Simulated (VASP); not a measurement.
## NiO: single point with PBE

Crystal: NiO.

```
Ni O
1.0
     4.20000    0.00000    0.00000
     0.00000    4.20000    0.00000
     0.00000    0.00000    4.20000
Ni O
1 1
Direct
  0.00000 0.00000 0.00000
  0.21772 0.13063 0.09797
```

```json
{
 "Program": "VASP 6.6.1",
 "Task": "single point",
 "Functional": "PBE",
 "Potentials or basis": "VASP PAW PBE potentials, release 64 (Ni, O)",
 "Cutoff": "600 eV",
 "k mesh": "1 × 1 × 1",
 "Occupations": "fermi-dirac, width 0.3 eV",
 "Spin": "no spin polarisation",
 "Dipole correction": "no",
 "Further INCAR settings": "ALGO = Normal; EDIFF = 1e-06; NBANDS = 15"
}
```

| Item | Value |
| --- | --- |
| Pressure | 66.9 GPa |
| Largest force | 82.408 eV/Å |
| Band gap on the k mesh | 0.10 eV |

Forces on the atoms (eV/Å):
```
Ni  -65.980 -39.497 -29.627
O    65.980  39.497  29.627
```

Stress tensor (GPa, compression positive):
```
132.55  77.23  58.00
 77.23  44.82  34.75
 58.00  34.75  23.43
```

Levels at points of the mesh, in eV from the valence-band top:
```tsv
k point	band 6	band 7	band 8	band 9	band 10	band 11
(0.00, 0.00, 0.00)	-2.37	-1.12	0.00	0.10	1.84	7.37
```

It took 5.3 s on 1 thread of Intel(R) Xeon(R) Platinum 8375C CPU @ 2.90GHz (Ice Lake), with other jobs on the host, peak memory 0.19 GiB.

Caveat: the k points lie up to 1.50 Å⁻¹ apart; forces of over 1 eV/Å act on the atoms, so gaps and moduli don't describe the material at rest. A k mesh can miss the band edges.
